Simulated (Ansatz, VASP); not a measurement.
# One calculation of Hf, two programs

The input INCAR:

```
SYSTEM = Hf
PREC = Accurate
ENCUT = 600
EDIFF = 1E-6
ISMEAR = 0
SIGMA = 0.1
LREAL = .FALSE.
LASPH = .TRUE.
NELM = 100
ALGO = Normal
ISIF = 3
LWAVE = .FALSE.
LCHARG = .FALSE.
GGA = PE
IBRION = 2
NSW = 100
EDIFFG = -0.01
```

The input KPOINTS:

```
Automatic mesh
0
G
  12 12 20
  0 0 0
```

POSCAR

```
Hf
1.0
    5.0647968946      0.0000000000      0.0000000000
   -2.5323984473      4.3862427757      0.0000000000
    0.0000000000      0.0000000000      2.7937560695
Hf
2
Direct
    0.3333333333      0.6666666667      0.0000000000
    0.6666666667      0.3333333333      0.0000000000
```

Input for Ansatz:

```yaml
crystal:
  lattice:
    - [5.0647968946, 0.0, 0.0]
    - [-2.5323984473, 4.3862427757, 0.0]
    - [0.0, 0.0, 2.7937560695]
  atoms:
    - { symbol: Hf, position: [0.3333333333, 0.6666666667, 0.0] }
    - { symbol: Hf, position: [0.6666666667, 0.3333333333, 0.0] }
basis:
  ecutwfc: 420
kpoints:
  mp_grid: { grid: [12, 12, 20] }
hamiltonian:
  xc: pbe
scf:
  occupations: { method: gaussian, width: 0.1 }
output:
  forces: true
  stress: true
  eigenvalues: true
relax:
  adjacent_minimum: "off"
  f_tol: 0.01
  max_steps: 80
  cell: { stress_tol: 0.05 }
```

Alike in both runs: task relaxation of cell and atoms; functional PBE; k mesh 12 × 12 × 20; occupations gaussian, width 0.1 eV; no spin polarisation.

```csv
,VASP,Ansatz
version,VASP 6.6.1,Ansatz 0.2.0
potentials or method,"VASP PAW PBE potentials, release 64 (Hf_pv), cutoff 600 eV","scalar-relativistic, plane waves, PAW"
valence electrons in the cell,20,52
```

|  | VASP | Ansatz | Ansatz less VASP |
| --- | --- | --- | --- |
| gap on the k mesh at the Fermi level, each at its own relaxed structure (eV) | none | none | - |
| relaxed volume (Å³/atom) | 30.99 | 31.15 | +0.154 |
| relaxed length of the cell vector where the two differ most in proportion (Å) | 5.079 | 5.088 | +0.0092 |

A gap of «none» marks a metal or a gap that the smearing closes. VASP's potentials hold 20 valence electrons a cell and Ansatz's 52, so a difference there can come from the potentials and not from the codes.

Spin-orbit coupling is off throughout.
